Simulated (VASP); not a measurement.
# BN (P3m1) in VASP: notebook

The runs below take BN through single point, with PBE.

Program: VASP 6.6.1. These are calculated values, not measurements. Logs are shortened: lines on timing, memory, paths and dates and some standing lists are left out, and cuts for length are marked.

### 1 The cell of the first run

It takes space group P3m1 (No. 156, trigonal). The conventional cell has a = 2.554 Å, b = 2.554 Å, c = 13.681 Å, α = 90.00°, β = 90.00°, γ = 120.00°. B (site symmetry 3m) has 4 N at 1.57 to 1.58 Å within 2.1 Å. Within 2.1 Å of B (site symmetry 3m) lie 4 N at 1.57 to 1.58 Å. Within 2.1 Å of B (site symmetry 3m) lie 4 N at 1.57 to 1.58 Å. Within 2.1 Å of B (site symmetry 3m) lie 3 N at 1.57 Å. Within 2.1 Å of B (site symmetry 3m) lie 4 N at 1.57 to 1.58 Å. Within 2.1 Å of B (site symmetry 3m) lie 4 N at 1.57 to 1.58 Å. N (site symmetry 3m) has 4 B at 1.57 to 1.58 Å within 2.1 Å. Within 2.1 Å of N (site symmetry 3m) lie 4 B at 1.57 to 1.58 Å.

### 2 Single point, PBE

INCAR reads:

```
SYSTEM = BN
PREC = Accurate
ENCUT = 520
EDIFF = 1E-6
ISMEAR = 0
SIGMA = 0.05
LREAL = .False.
LASPH = .True.
NELM = 80
ALGO = Normal
ISIF = 2
LWAVE = .False.
LCHARG = .False.
GGA = PE
NBANDS = 36
```

KPOINTS reads:

```
regular mesh
0
Gamma
  10 10 2
  0 0 0
```

POSCAR reads:

```
BN
1.0
   -2.5539396017      0.0000000000      0.0000000000
   -1.2769698008     -2.2117765748      0.0000000000
    0.0000000000      0.0000000000     13.6805650000
B N
6 6
Direct
    0.6666666667      0.6666666667      0.2122992373
    0.6666666667      0.6666666667      0.5212671052
    0.6666666667      0.6666666667      0.8302349731
    0.3333333333      0.3333333333      0.0578153033
    0.3333333333      0.3333333333      0.3667831712
    0.3333333333      0.3333333333      0.6757510392
    0.6666666667      0.6666666667      0.0966068371
    0.6666666667      0.6666666667      0.4055747050
    0.6666666667      0.6666666667      0.7145425729
    0.3333333333      0.3333333333      0.8690265069
    0.3333333333      0.3333333333      0.2510907710
    0.3333333333      0.3333333333      0.5600586390
```

Potentials or basis: VASP PAW PBE potentials, release 64 (B, N).

Started as:

```console
$ cat potpaw_PBE.64/B/POTCAR potpaw_PBE.64/N/POTCAR > POTCAR
$ mpirun -np 1 vasp_std > vasp.out
```

OUTCAR:

```text
SYSTEM = BN
   PREC = Accurate
   ENCUT = 520
   EDIFF = 1E-6
   ISMEAR = 0
   LREAL = .False.
   LASPH = .True.
   NELM = 80
   ISIF = 2
   GGA = PE

 ion  position               nearest neighbor table
   1  0.667  0.667  0.212-  11 1.57  11 1.57  11 1.57   7 1.58
   2  0.667  0.667  0.521-  12 1.57  12 1.57  12 1.57   8 1.58
   3  0.667  0.667  0.830-  10 1.57  10 1.57  10 1.57   9 1.58
   4  0.333  0.333  0.058-   7 1.57   7 1.57   7 1.57
   5  0.333  0.333  0.367-   8 1.57   8 1.57   8 1.57  11 1.58
   6  0.333  0.333  0.676-   9 1.57   9 1.57   9 1.57  12 1.58
   7  0.667  0.667  0.097-   4 1.57   4 1.57   4 1.57   1 1.58
   8  0.667  0.667  0.406-   5 1.57   5 1.57   5 1.57   2 1.58
   9  0.667  0.667  0.715-   6 1.57   6 1.57   6 1.57   3 1.58
  10  0.333  0.333  0.869-   3 1.57   3 1.57   3 1.57
  11  0.333  0.333  0.251-   1 1.57   1 1.57   1 1.57   5 1.58
  12  0.333  0.333  0.560-   2 1.57   2 1.57   2 1.57   6 1.58

  LATTYP: Found a hexagonal cell.
 ALAT       =     2.5539396017
 C/A-ratio  =     5.3566517356

  Lattice vectors:

 A1 = (   1.2769698008,   2.2117765748,   0.0000000000)
 A2 = (  -2.5539396017,   0.0000000000,   0.0000000000)
 A3 = (   0.0000000000,   0.0000000000,  13.6805650000)

Analysis of symmetry for initial positions (statically):
=====================================================================
 Subroutine PRICEL returns:
 Original cell was already a primitive cell.

 Routine SETGRP: Setting up the symmetry group for a
 hexagonal supercell.

 Subroutine GETGRP returns: Found  6 space group operations
 (whereof  6 operations were pure point group operations)
 out of a pool of 24 trial point group operations.

The static configuration has the point symmetry C_3v.

Analysis of symmetry for dynamics (positions and initial velocities):
=====================================================================
 Subroutine PRICEL returns:
 Original cell was already a primitive cell.

 Routine SETGRP: Setting up the symmetry group for a
 hexagonal supercell.

 Subroutine GETGRP returns: Found  6 space group operations
 (whereof  6 operations were pure point group operations)
 out of a pool of 24 trial point group operations.

The dynamic configuration has the point symmetry C_3v.

 Subroutine INISYM returns: Found  6 space group operations
 (whereof  6 operations are pure point group operations),
 and found     1 'primitive' translations

----------------------------------------------------------------------------------------

                                     Primitive cell

  volume of cell :      77.2780

  direct lattice vectors                    reciprocal lattice vectors
    -2.553939602  0.000000000  0.000000000    -0.391551938  0.226062617  0.000000000
    -1.276969801 -2.211776575  0.000000000     0.000000000 -0.452125233  0.000000000
     0.000000000  0.000000000 13.680565000     0.000000000  0.000000000  0.073096396

  length of vectors
     2.553939602  2.553939602 13.680565000     0.452125233  0.452125233  0.073096396

  position of ions in fractional coordinates (direct lattice)
     0.666666667  0.666666667  0.212299237
     0.666666667  0.666666667  0.521267105
     0.666666667  0.666666667  0.830234973
     0.333333333  0.333333333  0.057815303
     0.333333333  0.333333333  0.366783171
     0.333333333  0.333333333  0.675751039
     0.666666667  0.666666667  0.096606837
     0.666666667  0.666666667  0.405574705
     0.666666667  0.666666667  0.714542573
     0.333333333  0.333333333  0.869026507
     0.333333333  0.333333333  0.251090771
     0.333333333  0.333333333  0.560058639

  ion indices of the primitive-cell ions
   primitive index   ion index
                 1           1
                 2           2
                 3           3
                 4           4
                 5           5
                 6           6
                 7           7
                 8           8
                 9           9
                10          10
                11          11
                12          12

----------------------------------------------------------------------------------------

 KPOINTS: regular mesh

Automatic generation of k-mesh.
 Grid dimensions read from file:
 generate k-points for:   10   10    2

 Generating k-lattice:

  Cartesian coordinates                     Fractional coordinates (reciprocal lattice)
    -0.039155194  0.022606262  0.000000000     0.100000000  0.000000000  0.000000000
     0.000000000 -0.045212523  0.000000000     0.000000000  0.100000000  0.000000000
     0.000000000  0.000000000  0.036548198     0.000000000  0.000000000  0.500000000

  Length of vectors
     0.045212523  0.045212523  0.036548198

  Shift w.r.t. Gamma in fractional coordinates (k-lattice)
     0.000000000  0.000000000  0.000000000

 Subroutine IBZKPT returns following result:
 ===========================================

 Found     28 irreducible k-points:

 Following reciprocal coordinates:
            Coordinates               Weight
  0.000000  0.000000  0.000000      1.000000
  0.100000  0.000000  0.000000      6.000000
  0.200000  0.000000  0.000000      6.000000
  0.300000  0.000000  0.000000      6.000000
  0.400000  0.000000  0.000000      6.000000
  0.500000  0.000000  0.000000      3.000000
[... 16 lines left out ...]
  0.400000  0.100000  0.500000     12.000000
  0.500000  0.100000  0.500000     12.000000
 [... further k-points ...]
   k-points           NKPTS =     28   k-points in BZ     NKDIM =     28   number of bands    NBANDS=     36
   number of dos      NEDOS =    301   number of ions     NIONS =     12
   total plane-waves  NPLWV =  43200
   dimension x,y,z NGX =    20 NGY =   20 NGZ =  108
   dimension x,y,z NGXF=    40 NGYF=   40 NGZF=  216
   ions per type =               6   6
   NGX,Y,Z   is equivalent  to a cutoff of  13.02, 13.02, 13.12 a.u.
   NGXF,Y,Z  is equivalent  to a cutoff of  26.04, 26.04, 26.25 a.u.
 SYSTEM =  BN
   PREC   = accura    normal or accurate (medium, high low for compatibility)
   ISTART =      0    job   : 0-new  1-cont  2-samecut
   ICHARG =      2    charge: 1-file 2-atom 10-const
   ISPIN  =      1    spin polarized calculation?
   LNONCOLLINEAR =      F non collinear calculations
   LSORBIT =      F    spin-orbit coupling
   LASPH  =      T    aspherical Exc in radial PAW
   ENCUT  =  520.0 eV  38.22 Ry    6.18 a.u.   4.75  4.75 25.44*2*pi/ulx,y,z
   NELM   =     80;   NELMIN=  2; NELMDL= -5     # of ELM steps
   EDIFF  = 0.1E-05   stopping-criterion for ELM
   LREAL  =      F    real-space projection
   EDIFFG = 0.1E-04   stopping-criterion for IOM
   NSW    =      0    number of steps for IOM
   IBRION =     -1    ionic relax: 0-MD 1-quasi-New 2-CG
   NFREE  =      0    steps in history (QN), initial steepest desc. (CG)
   ISIF   =      2    stress and relaxation
   ISYM   =      2    0-nonsym 1-usesym 2-fastsym
   POTIM  = 0.5000    time-step for ionic-motion
   TEBEG  =    0.0;   TEEND  =   0.0 temperature during run
   PSTRESS=    0.0 pullay stress
   NELECT =      48.0000    total number of electrons
   NUPDOWN=      -1.0000    fix difference up-down
   EMIN   =  10.00;   EMAX   =-10.00  energy-range for DOS
   EFERMI =   0.00;   METHOD = LEGACY
   ISMEAR =     0;   SIGMA  =   0.05  broadening in eV -4-tet -1-fermi 0-gaus
   EFERMI_NEDOS =   21; number of points for ismear=-14 and -15
   IALGO  =     38    algorithm
   IMIX   =      4    mixing-type and parameters
     AMIX     =   0.40;   BMIX     =  1.00
     AMIX_MAG =   1.60;   BMIX_MAG =  1.00
  volume/ion in A,a.u.               =       6.44        43.46
  Fermi-wavevector in a.u.,A,eV,Ry     =   1.396808  2.639584 26.545941  1.951072
  Thomas-Fermi vector in A             =   2.520126
   LORBIT       =      0    0 simple, 1 ext, 2 COOP (PROOUT), +10 PAW based schemes
   GGA     = PE    functional components
   LHFCALC =     F    Hartree Fock is set to
   AEXX    =    0.0000 exact exchange contribution
   IVDW    =     0    specifies the selected vdW correction
   LEPSILON=     F    determine dielectric tensor
   LRPA    =     F    only Hartree local field effects (RPA)
 non-spin polarized calculation
 Gauss-broadening in eV      SIGMA  =   0.05
  energy-cutoff  :      520.00
  volume of cell :       77.28
 maximum number of plane-waves:      2103
   NGX =  9   NGY =  9   NGZ = 51

 number of electron      48.0000006 magnetization

 Free energy of the ion-electron system (eV)
  ---------------------------------------------------
  ext. energy  EPLUGINS =         0.00000000
  ---------------------------------------------------
  free energy    TOTEN  =      -101.77599470 eV

  energy without entropy =     -101.77599470  energy(sigma->0) =     -101.77599470

 E-fermi :   8.1938     XC(G=0): -12.3101

 val. band max:        7.9228806445   @ k =   0.0000   0.0000   0.0000
 cond. band min:       9.2164860177   @ k =   0.5000   0.0000   0.0000
 fundamental gap:      1.2936053732
 Fermi energy:         8.1937539881

 k-point     1 :       0.0000    0.0000    0.0000
  band No.  band energies     occupation
      1     -14.5665      2.00000
      2     -13.5278      2.00000
      3     -12.6527      2.00000
      4     -11.7077      2.00000
      5     -10.6335      2.00000
      6      -8.6429      2.00000
[... 28 lines left out ...]
     35      15.8754      0.00000
     36      16.6053      0.00000

 k-point     2 :       0.1000    0.0000    0.0000
  band No.  band energies     occupation
      1     -14.3538      2.00000
      2     -13.3191      2.00000
      3     -12.4490      2.00000
      4     -11.5137      2.00000
      5     -10.4468      2.00000
      6      -8.4633      2.00000
[... 28 lines left out ...]
     35      16.4180      0.00000
     36      16.6205      0.00000
[... 817 lines left out ...]
     35      17.5432      0.00000
     36      18.1048      0.00000

 k-point    24 :       0.5000    0.1000    0.5000
  band No.  band energies     occupation
      1     -10.8545      2.00000
      2     -10.1080      2.00000
      3      -9.5559      2.00000
      4      -8.9187      2.00000
      5      -8.1195      2.00000
      6      -6.2312      2.00000
[... 28 lines left out ...]
     35      17.4837      0.00000
     36      18.1417      0.00000

 [... further k-points ...]
[... 5 lines left out ...]
  --------------------------------------------------------------------------------------
  -------------------------------------------------------------------------------------
  Total       -0.4745412     -0.4745412     -7.5302222      0.0000000     -0.0000000      0.0000000
  in kB       -9.8384924     -9.8384924   -156.1214098      0.0000000     -0.0000000      0.0000000
  external PRESSURE =     -58.5994649 kB  Pullay stress =       0.0000000 kB

 VOLUME and BASIS-vectors are now :
 -----------------------------------------------------------------------------
  energy-cutoff  :      520.00
  volume of cell :       77.28
      direct lattice vectors                 reciprocal lattice vectors
    -2.553939602  0.000000000  0.000000000    -0.391551938  0.226062617  0.000000000
    -1.276969801 -2.211776575  0.000000000     0.000000000 -0.452125233  0.000000000
     0.000000000  0.000000000 13.680565000     0.000000000  0.000000000  0.073096396

 POSITION                                       TOTAL-FORCE (eV/Angst)
 -----------------------------------------------------------------------------------
     -2.55394     -1.47452      2.90437        -0.000000     -0.000000      0.791670
     -2.55394     -1.47452      7.13123        -0.000000     -0.000000      0.625398
     -2.55394     -1.47452     11.35808         0.000000     -0.000000      3.109575
     -1.27697     -0.73726      0.79095        -0.000000     -0.000000     -0.379418
     -1.27697     -0.73726      5.01780         0.000000      0.000000      0.625753
     -1.27697     -0.73726      9.24466        -0.000000     -0.000000      0.744900
     -2.55394     -1.47452      1.32164         0.000000     -0.000000     -2.620916
     -2.55394     -1.47452      5.54849         0.000000      0.000000     -0.619044
     -2.55394     -1.47452      9.77535        -0.000000     -0.000000     -0.887623
     -1.27697     -0.73726     11.88877         0.000000      0.000000     -0.120785
     -1.27697     -0.73726      3.43506        -0.000000     -0.000000     -0.639579
     -1.27697     -0.73726      7.66192         0.000000      0.000000     -0.629932
 -----------------------------------------------------------------------------------
    total drift:                                0.000000      0.000000     -0.000146

  FREE ENERGIE OF THE ION-ELECTRON SYSTEM (eV)
  ---------------------------------------------------
  free  energy   TOTEN  =      -101.7759947046 eV

  energy  without entropy=     -101.7759947046  energy(sigma->0) =     -101.77599470
```

Run time: 47 s. Hardware: 1 thread of Intel Xeon 6975P-C (Granite Rapids), shared host; peak memory 0.21 GiB.

Results:

```yaml
Free_energy: -101.7760 eV
Pressure: -5.9 GPa
Largest_force: 3.110 eV/Å
Band_gap_on_the_k_mesh: 1.29 eV, indirect (least direct gap 1.68 eV)
```

Forces in eV/Å, atoms in the order of the input:
```
B    0.000  0.000  0.792
B    0.000  0.000  0.625
B    0.000  0.000  3.110
B    0.000  0.000 -0.379
B    0.000  0.000  0.626
B    0.000  0.000  0.745
N    0.000  0.000 -2.621
N    0.000  0.000 -0.619
N    0.000  0.000 -0.888
N    0.000  0.000 -0.121
N    0.000  0.000 -0.640
N    0.000  0.000 -0.630
```

Caveat: forces of over 1 eV/Å act on the atoms, so gaps and moduli don't describe the material at rest. A k mesh can miss the band edges.

### 3 Single point, PBE

This run uses another cell than the first one, of 6.68 Å³/atom, 1.037 times its volume.

INCAR reads:

```
SYSTEM = BN
ALGO = Normal ; EDIFF = 1E-6
ENCUT = 520 ; GGA = PE
ISIF = 2 ; ISMEAR = 0
LASPH = .TRUE. ; LCHARG = .FALSE.
LREAL = .FALSE. ; LWAVE = .FALSE.
NBANDS = 36 ; NELM = 100
PREC = Accurate ; SIGMA = 0.05
```

KPOINTS reads:

```
k-points
0
G
  10 10 2
  0 0 0
```

POSCAR reads:

```
BN
1.0
   -2.5539396017      0.0000000000      0.0000000000
   -1.2769698008     -2.2117765748      0.0000000000
    0.0000000000      0.0000000000     14.1805650000
B N
6 6
Direct
    0.6666666667      0.6666666667      0.2048136668
    0.6666666667      0.6666666667      0.5028874742
    0.6666666667      0.6666666667      0.8009612815
    0.3333333333      0.3333333333      0.0557767631
    0.3333333333      0.3333333333      0.3538505705
    0.3333333333      0.3333333333      0.6519243778
    0.6666666667      0.6666666667      0.0932005258
    0.6666666667      0.6666666667      0.3912743331
    0.6666666667      0.6666666667      0.6893481405
    0.3333333333      0.3333333333      0.8383850442
    0.3333333333      0.3333333333      0.2422374295
    0.3333333333      0.3333333333      0.5403112368
```

Potentials or basis: VASP PAW PBE potentials, release 64 (B, N).

Started as:

```console
$ cat potpaw_PBE.64/B/POTCAR potpaw_PBE.64/N/POTCAR > POTCAR
$ mpirun -np 1 vasp_std > vasp.out
```

Run time: 65 s. Hardware: 1 thread of Intel Xeon 6975P-C (Granite Rapids), shared host; peak memory 0.22 GiB.

It converged, with:

| Property | Result |
| --- | --- |
| Free energy | -100.7388 eV |
| Pressure | -4.6 GPa |
| Largest force | 3.734 eV/Å |
| Band gap on the k mesh | 0.11 eV, indirect (least direct gap 0.28 eV) |

Forces on the atoms (eV/Å):
```
B    0.000  0.000  0.907
B    0.000  0.000  0.689
B    0.000  0.000  3.734
B    0.000  0.000  0.583
B    0.000  0.000  0.682
B    0.000  0.000  0.895
N    0.000  0.000 -2.698
N    0.000  0.000 -0.674
N    0.000  0.000 -1.140
N    0.000  0.000 -1.584
N    0.000  0.000 -0.694
N    0.000  0.000 -0.700
```

Stress tensor (GPa, compression positive):
```
 -1.15   0.00   0.00
  0.00  -1.15   0.00
  0.00   0.00 -11.42
```

Levels at points of the mesh, in eV from the valence-band top:
| k point | band 20 | band 21 | band 22 | band 23 | band 24 | band 25 | band 26 | band 27 | band 28 | band 29 |
| --- | --- | --- | --- | --- | --- | --- | --- | --- | --- | --- |
| (0.00, 0.00, 0.00) | -1.87 | -1.87 | -1.48 | 0.00 | 0.00 | 0.28 | 5.60 | 5.60 | 6.12 | 6.67 |
| (0.50, 0.00, 0.00) | -5.25 | -4.69 | -4.28 | -2.45 | -1.34 | 0.11 | 3.54 | 4.12 | 4.84 | 5.53 |
| (0.00, 0.00, 0.50) | -1.87 | -1.87 | -1.79 | 0.00 | 0.00 | 0.42 | 5.60 | 5.60 | 6.12 | 6.67 |
| (0.50, 0.00, 0.50) | -5.25 | -4.69 | -4.28 | -2.45 | -1.36 | 0.13 | 3.53 | 4.15 | 4.88 | 5.38 |

Caveat: forces of over 1 eV/Å act on the atoms, so gaps and moduli don't describe the material at rest. A k mesh can miss the band edges.

[end of part 1 of 2]
